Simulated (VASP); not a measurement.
The system is BiS.

```
Bi S
1.0
     3.64686    0.00000    0.00000
    -1.82343    3.15828    0.00000
     0.00000    0.00000    5.09064
Bi S
1 1
Cartesian
  0.0000 0.0000 0.0000
  0.0000 0.0000 2.5453
```

The cell was built from a structure type or drawn by symmetry, and may not be a known phase.

* Program: VASP 6.6.1
* Task: relaxation of cell and atoms
* Functional: PBE
* Potentials or basis: VASP PAW PBE potentials, release 64 (Bi_d, S)
* Cutoff: 600 eV
* k mesh: 18 × 18 × 12
* Occupations: gaussian, width 0.1 eV
* Spin: no spin polarisation

At the start: pressure 2.0 GPa; volume 29.32 Å³/atom.

Question: Where does the relaxation end?

Answer: Over 12 steps the energy falls by 60.5 meV/atom and the volume is 27.56 Å³/atom (-6.0 %); space group P6/mmm (No. 191, to 0.1 Å) before and after.

Step by step:
```csv
step,energy change (eV),largest force (eV/Å),pressure (GPa),volume (Å³)
1,0.0000,0.0000,1.95,58.63
2,-0.0457,0.0000,-3.02,61.62
3,-0.0551,0.0000,-1.87,60.68
4,-0.0553,0.0000,-1.76,60.58
5,-0.0894,0.0000,-1.31,58.59
6,-0.0889,0.0000,1.39,52.69
7,-0.1176,0.0000,-0.50,56.15
8,-0.1205,0.0000,0.00,54.93
9,-0.1208,0.0000,-0.19,55.30
10,-0.1208,0.0000,-0.15,55.19
11,-0.1207,0.0000,0.14,55.01
12,-0.1209,0.0000,-0.01,55.13
```

Final structure:
```xyz
2
Lattice="3.4240 0.0000 0.0000 -1.7120 2.9653 0.0000 0.0000 0.0000 5.4298" Properties=species:S:1:pos:R:3 pbc="T T T"
Bi    0.0000    0.0000    0.0000
S     0.0000    0.0000    2.7149
```
